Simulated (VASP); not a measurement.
## Os: single point with r2SCAN

The system is Os.

```
CELL_PARAMETERS angstrom
0.00000 2.00335 2.00335
2.00335 0.00000 2.00335
2.00335 2.00335 0.00000
ATOMIC_POSITIONS crystal
Os 0.00000 0.00000 0.00000
```

This cell differs from its parent crystal: strain +0.030 along x and y, +0.030 along z.

```json
{"Program": "VASP 6.6.1", "Task": "single point", "Functional": "r2SCAN", "Potentials or basis": "VASP PAW PBE potentials, release 64 (Os)", "Cutoff": "520 eV", "k mesh": "20 × 20 × 20", "Occupations": "gaussian, width 0.15 eV", "Spin": "no spin polarisation", "Dipole correction": "no", "Further INCAR settings": "ALGO = Normal; EDIFF = 1e-06; NBANDS = 10"}
```

- Pressure: -40.5 GPa
- Band gap on the k mesh: zero (bands 4 and 5 overlap by 3.45 eV)

Levels at points of the mesh, in eV from the Fermi level:
| k point | band 2 | band 3 | band 4 | band 5 | band 6 | band 7 |
| --- | --- | --- | --- | --- | --- | --- |
| (0.00, 0.00, 0.00) | -2.55 | -2.55 | -2.55 | -0.03 | -0.03 | 14.96 |
| (0.50, 0.00, 0.00) | -2.69 | -2.69 | -0.16 | 1.99 | 1.99 | 7.74 |
| (0.50, 0.50, 0.00) | -5.91 | 1.92 | 2.13 | 2.57 | 2.57 | 10.71 |

Wall time 96 s on 1 thread of Intel(R) Xeon(R) 6975P-C (Granite Rapids), with other jobs on the host, peak memory 0.18 GiB.

Caveat: the cell differs from its parent crystal (strain +0.030 along x and y, +0.030 along z); the cell stands under tension; the PAW data sets were made with another functional, which shifts forces and pressure a little; spin-orbit coupling is left out, which moves the levels of the heavy elements.
